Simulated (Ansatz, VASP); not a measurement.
## One calculation of Pb, two programs

```xyz
2
Lattice="3.5397 0.0000 0.0000 -1.7698 3.0655 0.0000 0.0000 0.0000 6.1150" Properties=species:S:1:pos:R:3 pbc="T T T"
Pb    0.0000    2.0436    1.5288
Pb    1.7698    1.0218    4.5863
```

Change from the starting cell: volume scaled by 1.06, PAW files.

Alike in both runs: task electric field gradients; functional r2SCAN; k mesh 14 × 14 × 7; occupations fermi-dirac, width 0.03 eV; no spin polarisation.

|  | VASP | Ansatz |
| --- | --- | --- |
| version | VASP 6.6.1 | Ansatz 0.2.0 |
| potentials or method | VASP PAW PBE potentials, release 64 (Pb_d) | PAW with Ansatz's default frozen-core files, scalar-relativistic |
| plane-wave cutoff (eV) | 520 | 500 |
| valence electrons in the cell | 28 | 28 |

```csv
,VASP,Ansatz,Ansatz less VASP
pressure (GPa),-2.3,-2.3,+0.02
"traceless stress, the component that is largest in VASP (GPa)",-0.25,-0.24,+0.005
size of Vzz on the site where it differs most (V/Å²),8.0,6.3,-1.78
```

VASP's potentials were made for PBE, not for r2SCAN.

Spin-orbit coupling is off throughout.
